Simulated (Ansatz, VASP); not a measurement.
AgI3: VASP beside Ansatz

Contents of INCAR:

```
  PREC = Accurate
  ENCUT = 500
  EDIFF = 1E-7
  ISMEAR = 0
  SIGMA = 0.1
  LREAL = False
  LASPH = True
  NELM = 120
  ALGO = Normal
  ISIF = 3
  LWAVE = False
  LCHARG = False
  GGA = PE
  IBRION = 2
  NSW = 100
  EDIFFG = -0.01
  GGA_COMPAT = False
  NELMIN = 4
```

KPOINTS

```
regular mesh
0
Gamma
  6 6 6
```

Contents of POSCAR:

```
AgI3
1.0
    7.5429792912      0.0000000000      0.0000000000
   -3.7714896456      6.5324116864      0.0000000000
    0.0000000000      0.0000000000      6.0544047049
Ag I
2 6
Direct
    0.3333333333      0.6666666667      0.2500000000
    0.6666666667      0.3333333333      0.7500000000
    0.8330000000      0.6660000000      0.2500000000
    0.1670000000      0.8330000000      0.7500000000
    0.3340000000      0.1670000000      0.2500000000
    0.1670000000      0.3340000000      0.7500000000
    0.8330000000      0.1670000000      0.2500000000
    0.6660000000      0.8330000000      0.7500000000
```

Input for Ansatz:

```yaml
crystal:
  lattice:
    - [7.5429792912, 0.0, 0.0]
    - [-3.7714896456, 6.5324116864, 0.0]
    - [0.0, 0.0, 6.0544047049]
  atoms:
    - { symbol: Ag, position: [0.3333333333, 0.6666666667, 0.25] }
    - { symbol: Ag, position: [0.6666666667, 0.3333333333, 0.75] }
    - { symbol: I, position: [0.833, 0.666, 0.25] }
    - { symbol: I, position: [0.167, 0.833, 0.75] }
    - { symbol: I, position: [0.334, 0.167, 0.25] }
    - { symbol: I, position: [0.167, 0.334, 0.75] }
    - { symbol: I, position: [0.833, 0.167, 0.25] }
    - { symbol: I, position: [0.666, 0.833, 0.75] }
basis:
  ecutwfc: 420
kpoints:
  mp_grid: { grid: [6, 6, 6] }
hamiltonian:
  xc: pbe
scf:
  occupations: { method: gaussian, width: 0.1 }
output:
  forces: true
  stress: true
  eigenvalues: true
relax:
  adjacent_minimum: "off"
  f_tol: 0.01
  max_steps: 80
  cell: { stress_tol: 0.05 }
```

Alike in both runs: task relaxation of cell and atoms; functional PBE; k mesh 6 × 6 × 6; occupations gaussian, width 0.1 eV; no spin polarisation.

|  | VASP | Ansatz |
| --- | --- | --- |
| version | VASP 6.6.1 | Ansatz 0.2.0 |
| potentials or method | VASP PAW PBE potentials, release 64 (Ag, I), cutoff 500 eV | scalar-relativistic, plane waves, PAW |
| valence electrons in the cell | 64 | 140 |

VASP gave:

* gap on the k mesh at the Fermi level, each at its own relaxed structure (eV): none
* relaxed volume (Å³/atom): 40.34
* relaxed length of the cell vector where the two differ most in proportion (Å): 9.882

Task: Estimate Ansatz's values.

Result: gap on the k mesh at the Fermi level, each at its own relaxed structure (eV): none; relaxed volume (Å³/atom): 37.49; relaxed length of the cell vector where the two differ most in proportion (Å): 9.254.

A gap of «none» marks a metal or a gap that the smearing closes. One of these differences is far larger than is usual between the two programs; its cause wasn't traced. VASP's potentials hold 64 valence electrons a cell and Ansatz's 140, so a difference there can come from the potentials and not from the codes.

Neither program's run includes spin-orbit coupling.
